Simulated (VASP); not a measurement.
# MgO (Periclase) (Fm-3m) in VASP: a series of runs

The runs below take MgO (Periclase) through single point, with PBEsol.

Program: VASP 6.6.1. These are calculated values, not measurements. Logs are shortened: lines on timing, memory, paths and dates and some standing lists are left out, and cuts for length are marked.

## (1) The cell of the first run

The structure is cubic, space group Fm-3m (No. 225). The conventional cell has a = 4.174 Å, b = 4.174 Å, c = 4.174 Å, α = 90.00°, β = 90.00°, γ = 90.00°. Within 2.8 Å of Mg (site symmetry m-3m) lie 6 O at 2.09 Å. O (site symmetry m-3m) has 6 Mg at 2.09 Å within 2.8 Å.

## (2) Single point, PBEsol

INCAR

```
PREC     = Accurate       # precision mode
ENCUT    = 600            # plane-wave cutoff, eV
EDIFF    = 1E-6           # SCF threshold, eV
ISMEAR   = 0              # smearing method
SIGMA    = 0.01           # smearing width, eV
LREAL    = F              # projectors in reciprocal space
LASPH    = T              # aspherical terms in the spheres
NELM     = 120            # most SCF steps
ALGO     = Normal         # electronic algorithm
ISIF     = 2              # what is computed and relaxed
LWAVE    = F              # write WAVECAR
LCHARG   = T              # write CHGCAR
GGA      = PS             # functional
LELF     = T              # ELF
LVHAR    = T            
NBANDS   = 11             # bands
GGA_COMPAT= F
```

KPOINTS

```
regular mesh
0
Gamma
  8 8 8
```

POSCAR

```
MgO
1.0
    0.0000000000      2.0872005640      2.0872005640
    2.0872005640      0.0000000000      2.0872005640
    2.0872005640      2.0872005640      0.0000000000
Mg O
1 1
Direct
    0.0000000000      0.0000000000      0.0000000000
    0.5000000000      0.5000000000      0.5000000000
```

Potentials or basis: VASP PAW PBE potentials, release 64 (Mg, O).

Launch:

```
$ cat potpaw_PBE.64/Mg/POTCAR potpaw_PBE.64/O/POTCAR > POTCAR
$ mpirun -np 1 vasp_std > vasp.out
```

OUTCAR:

```text
PREC = Accurate
   ENCUT = 600
   EDIFF = 1E-6
   ISMEAR = 0
   LREAL = F
   LASPH = T
   NELM = 120
   ISIF = 2
   GGA = PS

 ion  position               nearest neighbor table
   1  0.000  0.000  0.000-   2 2.09   2 2.09   2 2.09   2 2.09   2 2.09   2 2.09
   2  0.500  0.500  0.500-   1 2.09   1 2.09   1 2.09   1 2.09   1 2.09   1 2.09

  LATTYP: Found a face centered cubic cell.
 ALAT       =     4.1744011280

  Lattice vectors:

 A1 = (   0.0000000000,   2.0872005640,   2.0872005640)
 A2 = (   2.0872005640,   0.0000000000,   2.0872005640)
 A3 = (   2.0872005640,   2.0872005640,   0.0000000000)

Analysis of symmetry for initial positions (statically):
=====================================================================
 Subroutine PRICEL returns:
 Original cell was already a primitive cell.

 Routine SETGRP: Setting up the symmetry group for a
 face centered cubic supercell.

 Subroutine GETGRP returns: Found 48 space group operations
 (whereof 48 operations were pure point group operations)
 out of a pool of 48 trial point group operations.

The static configuration has the point symmetry O_h .

Analysis of symmetry for dynamics (positions and initial velocities):
=====================================================================
 Subroutine PRICEL returns:
 Original cell was already a primitive cell.

 Routine SETGRP: Setting up the symmetry group for a
 face centered cubic supercell.

 Subroutine GETGRP returns: Found 48 space group operations
 (whereof 48 operations were pure point group operations)
 out of a pool of 48 trial point group operations.

The dynamic configuration has the point symmetry O_h .

 Subroutine INISYM returns: Found 48 space group operations
 (whereof 48 operations are pure point group operations),
 and found     1 'primitive' translations

----------------------------------------------------------------------------------------

                                     Primitive cell

  volume of cell :      18.1854

  direct lattice vectors                    reciprocal lattice vectors
     0.000000000  2.087200564  2.087200564    -0.239555320  0.239555320  0.239555320
     2.087200564  0.000000000  2.087200564     0.239555320 -0.239555320  0.239555320
     2.087200564  2.087200564  0.000000000     0.239555320  0.239555320 -0.239555320

  length of vectors
     2.951747345  2.951747345  2.951747345     0.414921986  0.414921986  0.414921986

  position of ions in fractional coordinates (direct lattice)
     0.000000000  0.000000000  0.000000000
     0.500000000  0.500000000  0.500000000

  ion indices of the primitive-cell ions
   primitive index   ion index
                 1           1
                 2           2

----------------------------------------------------------------------------------------

 KPOINTS: regular mesh

Automatic generation of k-mesh.
 Grid dimensions read from file:
 generate k-points for:    8    8    8

 Generating k-lattice:

  Cartesian coordinates                     Fractional coordinates (reciprocal lattice)
    -0.029944415  0.029944415  0.029944415     0.125000000  0.000000000  0.000000000
     0.029944415 -0.029944415  0.029944415     0.000000000  0.125000000  0.000000000
     0.029944415  0.029944415 -0.029944415     0.000000000  0.000000000  0.125000000

  Length of vectors
     0.051865248  0.051865248  0.051865248

  Shift w.r.t. Gamma in fractional coordinates (k-lattice)
     0.000000000  0.000000000  0.000000000

 Subroutine IBZKPT returns following result:
 ===========================================

 Found     29 irreducible k-points:

 Following reciprocal coordinates:
            Coordinates               Weight
  0.000000  0.000000  0.000000      1.000000
  0.125000  0.000000  0.000000      8.000000
  0.250000  0.000000  0.000000      8.000000
  0.375000  0.000000  0.000000      8.000000
  0.500000  0.000000  0.000000      4.000000
  0.125000  0.125000  0.000000      6.000000
[... 16 lines left out ...]
  0.500000  0.250000  0.125000     48.000000
 -0.375000  0.250000  0.125000     24.000000
 [... further k-points ...]
   k-points           NKPTS =     29   k-points in BZ     NKDIM =     29   number of bands    NBANDS=     11
   number of dos      NEDOS =    301   number of ions     NIONS =      2
   total plane-waves  NPLWV =  13824
   dimension x,y,z NGX =    24 NGY =   24 NGZ =   24
   dimension x,y,z NGXF=    48 NGYF=   48 NGZF=   48
   ions per type =               1   1
   NGX,Y,Z   is equivalent  to a cutoff of  13.52, 13.52, 13.52 a.u.
   NGXF,Y,Z  is equivalent  to a cutoff of  27.03, 27.03, 27.03 a.u.
 SYSTEM =  unknown system
   PREC   = accura    normal or accurate (medium, high low for compatibility)
   ISTART =      0    job   : 0-new  1-cont  2-samecut
   ICHARG =      2    charge: 1-file 2-atom 10-const
   ISPIN  =      1    spin polarized calculation?
   LNONCOLLINEAR =      F non collinear calculations
   LSORBIT =      F    spin-orbit coupling
   LASPH  =      T    aspherical Exc in radial PAW
   ENCUT  =  600.0 eV  44.10 Ry    6.64 a.u.   5.90  5.90  5.90*2*pi/ulx,y,z
   NELM   =    120;   NELMIN=  2; NELMDL= -5     # of ELM steps
   EDIFF  = 0.1E-05   stopping-criterion for ELM
   LREAL  =      F    real-space projection
   EDIFFG = 0.1E-04   stopping-criterion for IOM
   NSW    =      0    number of steps for IOM
   IBRION =     -1    ionic relax: 0-MD 1-quasi-New 2-CG
   NFREE  =      0    steps in history (QN), initial steepest desc. (CG)
   ISIF   =      2    stress and relaxation
   ISYM   =      2    0-nonsym 1-usesym 2-fastsym
   POTIM  = 0.5000    time-step for ionic-motion
   TEBEG  =    0.0;   TEEND  =   0.0 temperature during run
   PSTRESS=    0.0 pullay stress
   NELECT =       8.0000    total number of electrons
   NUPDOWN=      -1.0000    fix difference up-down
   EMIN   =  10.00;   EMAX   =-10.00  energy-range for DOS
   EFERMI =   0.00;   METHOD = LEGACY
   ISMEAR =     0;   SIGMA  =   0.01  broadening in eV -4-tet -1-fermi 0-gaus
   EFERMI_NEDOS =   21; number of points for ismear=-14 and -15
   IALGO  =     38    algorithm
   IMIX   =      4    mixing-type and parameters
     AMIX     =   0.40;   BMIX     =  1.00
     AMIX_MAG =   1.60;   BMIX_MAG =  1.00
  volume/ion in A,a.u.               =       9.09        61.36
  Fermi-wavevector in a.u.,A,eV,Ry     =   1.245080  2.352860 21.092086  1.550225
  Thomas-Fermi vector in A             =   2.379318
   LORBIT       =      0    0 simple, 1 ext, 2 COOP (PROOUT), +10 PAW based schemes
   GGA     = PS    functional components
   LHFCALC =     F    Hartree Fock is set to
   AEXX    =    0.0000 exact exchange contribution
   IVDW    =     0    specifies the selected vdW correction
   LEPSILON=     F    determine dielectric tensor
   LRPA    =     F    only Hartree local field effects (RPA)
 non-spin polarized calculation
 Gauss-broadening in eV      SIGMA  =   0.01
  energy-cutoff  :      600.00
  volume of cell :       18.19
 maximum number of plane-waves:       620
   NGX = 11   NGY = 11   NGZ = 11

 number of electron       8.0000002 magnetization

 Free energy of the ion-electron system (eV)
  ---------------------------------------------------
  ext. energy  EPLUGINS =         0.00000000
  ---------------------------------------------------
  free energy    TOTEN  =       -12.50882931 eV

  energy without entropy =      -12.50882931  energy(sigma->0) =      -12.50882931

 E-fermi :   3.4048     XC(G=0): -11.4410

 val. band max:        3.2706476022   @ k =   0.0000   0.0000   0.0000
 cond. band min:       8.1710494917   @ k =   0.0000   0.0000   0.0000
 fundamental gap:      4.9004018895
 Fermi energy:         3.4048023177

 k-point     1 :       0.0000    0.0000    0.0000
  band No.  band energies     occupation
      1     -14.0765      2.00000
      2       3.2706      2.00000
      3       3.2706      2.00000
      4       3.2706      2.00000
      5       8.1710      0.00000
      6      19.0539      0.00000
      7      19.0539      0.00000
      8      19.0539      0.00000
      9      22.9676      0.00000
     10      24.8836      0.00000
     11      24.8836      0.00000

 k-point     2 :       0.1250    0.0000    0.0000
  band No.  band energies     occupation
      1     -13.9022      2.00000
      2       2.2909      2.00000
      3       3.1609      2.00000
      4       3.1609      2.00000
      5       9.0877      0.00000
      6      17.3533      0.00000
      7      19.4317      0.00000
      8      19.4317      0.00000
      9      23.9636      0.00000
     10      23.9636      0.00000
     11      25.2556      0.00000

 k-point     3 :       0.2500    0.0000    0.0000
  band No.  band energies     occupation
      1     -13.4476      2.00000
      2       0.5231      2.00000
      3       2.9081      2.00000
      4       2.9081      2.00000
      5      10.5072      0.00000
      6      15.8553      0.00000
      7      19.9935      0.00000
      8      19.9935      0.00000
      9      23.5630      0.00000
     10      23.5630      0.00000
     11      25.5791      0.00000

 k-point     4 :       0.3750    0.0000    0.0000
  band No.  band energies     occupation
      1     -12.9306      2.00000
      2      -0.9510      2.00000
      3       2.6708      2.00000
      4       2.6708      2.00000
      5      11.1319      0.00000
      6      15.7883      0.00000
      7      19.8806      0.00000
      8      19.8806      0.00000
      9      24.7747      0.00000
     10      24.8731      0.00000
     11      24.8731      0.00000
[... 239 lines left out ...]
 k-point    22 :       0.3750    0.2500    0.1250
  band No.  band energies     occupation
      1     -13.1212      2.00000
      2       0.1492      2.00000
      3       2.0613      2.00000
      4       2.6212      2.00000
      5      11.9446      0.00000
      6      14.6893      0.00000
      7      18.5368      0.00000
      8      21.0000      0.00000
      9      21.4790      0.00000
     10      25.8869      0.00000
     11      29.4172      0.00000

 k-point    23 :       0.5000    0.2500    0.1250
  band No.  band energies     occupation
      1     -12.7134      2.00000
      2      -0.5808      2.00000
      3       1.4580      2.00000
      4       2.3568      2.00000
      5      12.8714      0.00000
      6      14.9687      0.00000
      7      17.3814      0.00000
      8      20.6165      0.00000
      9      23.0988      0.00000
     10      25.8795      0.00000
     11      29.6066      0.00000

 k-point    24 :      -0.3750    0.2500    0.1250
  band No.  band energies     occupation
      1     -12.5310      2.00000
      2      -0.8946      2.00000
      3       1.2414      2.00000
      4       2.2326      2.00000
      5      12.9923      0.00000
      6      15.6017      0.00000
      7      16.9448      0.00000
      8      20.3729      0.00000
      9      23.9659      0.00000
     10      25.5582      0.00000
     11      29.7278      0.00000

 [... further k-points ...]
[... 5 lines left out ...]
  --------------------------------------------------------------------------------------
  -------------------------------------------------------------------------------------
  Total        0.4601398      0.4601398      0.4601398     -0.0000000      0.0000000     -0.0000000
  in kB       40.5394517     40.5394517     40.5394517     -0.0000000      0.0000000     -0.0000000
  external PRESSURE =      40.5394517 kB  Pullay stress =       0.0000000 kB

 VOLUME and BASIS-vectors are now :
 -----------------------------------------------------------------------------
  energy-cutoff  :      600.00
  volume of cell :       18.19
      direct lattice vectors                 reciprocal lattice vectors
     0.000000000  2.087200564  2.087200564    -0.239555320  0.239555320  0.239555320
     2.087200564  0.000000000  2.087200564     0.239555320 -0.239555320  0.239555320
     2.087200564  2.087200564  0.000000000     0.239555320  0.239555320 -0.239555320

 POSITION                                       TOTAL-FORCE (eV/Angst)
 -----------------------------------------------------------------------------------
      0.00000      0.00000      0.00000        -0.000000     -0.000000     -0.000000
      2.08720      2.08720      2.08720         0.000000      0.000000      0.000000
 -----------------------------------------------------------------------------------
    total drift:                               -0.000000     -0.000000      0.000000

  FREE ENERGIE OF THE ION-ELECTRON SYSTEM (eV)
  ---------------------------------------------------
  free  energy   TOTEN  =       -12.5088293135 eV

  energy  without entropy=      -12.5088293135  energy(sigma->0) =      -12.50882931
```

Run time: 12 s. Hardware: 1 thread of AMD EPYC 7R13, shared host; peak memory 0.11 GiB.

Results:

* Free energy: -12.5088 eV
* Pressure: 4.1 GPa
* Band gap on the k mesh: 4.90 eV, direct

Levels at points of the mesh, in eV from the valence-band top:
```tsv
k point	band 1	band 2	band 3	band 4	band 5	band 6	band 7	band 8
(0.00, 0.00, 0.00)	-17.35	0.00	0.00	0.00	4.90	15.78	15.78	15.78
(0.50, 0.00, 0.00)	-15.96	-4.80	-0.69	-0.69	7.92	12.81	16.46	16.46
(0.50, 0.50, 0.00)	-15.69	-4.26	-1.40	-1.40	8.95	10.17	13.26	19.25
```

Caveat: the PAW data sets were made with another functional, which shifts forces and pressure a little.

(Continued in part 2 of 3.)
